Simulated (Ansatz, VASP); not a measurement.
Two plane-wave programs on Al

```
Al
1.0
     0.00000    2.02398    2.11506
     2.02398    0.00000    2.11506
     2.02398    2.02398    0.00000
Al
1
Direct
  0.00000 0.00000 0.00000
```

Change from the starting cell: strain +0.0450 x Voigt [0, 0, 1, 0, 0, 0], atoms carried along.

Alike in both runs: task single point; functional PBE; dispersion D3(BJ); k mesh 20 × 20 × 20; occupations gaussian, width 0.15 eV; no spin polarisation.

|  | VASP | Ansatz |
| --- | --- | --- |
| version | VASP 6.6.1 | Ansatz 0.2.0 |
| potentials or method | VASP PAW PBE potentials, release 64 (Al), cutoff 520 eV | scalar-relativistic, plane waves, PAW |
| valence electrons in the cell | 3 | 3 |

```tsv
	VASP	Ansatz	Ansatz less VASP
gap on the k mesh at the Fermi level (eV)	none	none	-
pressure (GPa)	-6.4	-6.4	+0.03
traceless stress, the component that is largest in VASP (GPa)	-1.18	-1.18	-0.010
```

A gap of «none» marks a metal or a gap that the smearing closes.
